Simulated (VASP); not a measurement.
Set up this calculation in VASP 6.6.1, as the native input.

- Task: single point
- Functional: PBE
- Potentials or basis: VASP PAW PBE potentials, release 64 (Pd)
- Cutoff: 520 eV
- k mesh: 17 × 17 × 5
- Occupations: fermi-dirac, width 0.1 eV
- Spin: no spin polarisation
- Dipole correction: no
- Further INCAR settings: ALGO = Normal; EDIFF = 1e-06; NBANDS = 28

The structure of Pd lies in POSCAR:

```
Pd
1.0
    2.8203453911      0.0000000000      0.0000000000
   -1.4101726956      2.4424907562      0.0000000000
    0.0000000000      0.0000000000      9.2954850548
Pd
4
Direct
    0.0000000000      0.0000000000      1.0000000000
    0.0000000000      1.0000000000      0.5000000000
    0.3333333333      0.6666666667      0.2500000000
    0.6666666667      0.3333333333      0.7500000000
```

This isn't the form of Pd at room conditions, which is fcc.

One way to write it, as run:

INCAR

```
SYSTEM = Pd
PREC = Accurate
ENCUT = 520
EDIFF = 1E-6
ISMEAR = -1
SIGMA = 0.1
LREAL = .FALSE.
LASPH = .TRUE.
NELM = 60
ALGO = Normal
ISIF = 2
LWAVE = .FALSE.
LCHARG = .FALSE.
GGA = PE
NBANDS = 28
```

KPOINTS

```
Automatic mesh
0
G
  17 17 5
  0 0 0
```

Potentials or basis: VASP PAW PBE potentials, release 64 (Pd).

Command:

```bash
$ cat potpaw_PBE.64/Pd/POTCAR > POTCAR
$ mpirun -np 1 vasp_std > vasp.out
```

Results of the run:

```
Pressure               : -6.1 GPa
Band gap on the k mesh : zero (bands 20 and 21 overlap by 0.82 eV)
```

Caveat: the cell stands under tension.

It took 76 s on 1 thread of Intel(R) Xeon(R) 6975P-C (Granite Rapids) (shared host), peak memory 0.27 GiB.
